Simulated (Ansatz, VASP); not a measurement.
**One calculation of SiNi3, two programs**

```
Ni Si
1.0
     3.54200    0.00000    0.00000
     0.00000    3.54200    0.00000
     0.00000    0.00000    3.54200
Ni Si
3 1
Direct
  0.50000 0.50000 0.00000
  0.50000 0.00000 0.50000
  0.00000 0.50000 0.50000
  0.00000 0.00000 0.00000
```

Alike in both runs: task single point; functional PBE; k mesh 6 × 6 × 6; occupations fermi-dirac, width 0.05 eV; collinear spin; fixed moment 0.8 μB.

|  | VASP | Ansatz |
| --- | --- | --- |
| version | VASP 6.6.1 | Ansatz 0.2.0 |
| potentials or method | VASP PAW PBE potentials, release 64 (Ni, Si) | Ansatz PAW |
| plane-wave cutoff (eV) | 520 | 420 |
| valence electrons in the cell | 34 | 58 |

Ansatz gave:

* pressure (GPa): -5.2
* net moment per atom (μB): 0.20
* size of the moment on the site where the two differ most (μB): 0.28

Task: What did VASP give for the same quantities?

Result: Pressure (GPa): -5.1; net moment per atom (μB): 0.20; size of the moment on the site where the two differ most (μB): 0.27.

Site moments also hang on the region over which each program counts them. VASP's potentials hold 34 valence electrons a cell and Ansatz's 58, so a difference there can come from the potentials and not from the codes.
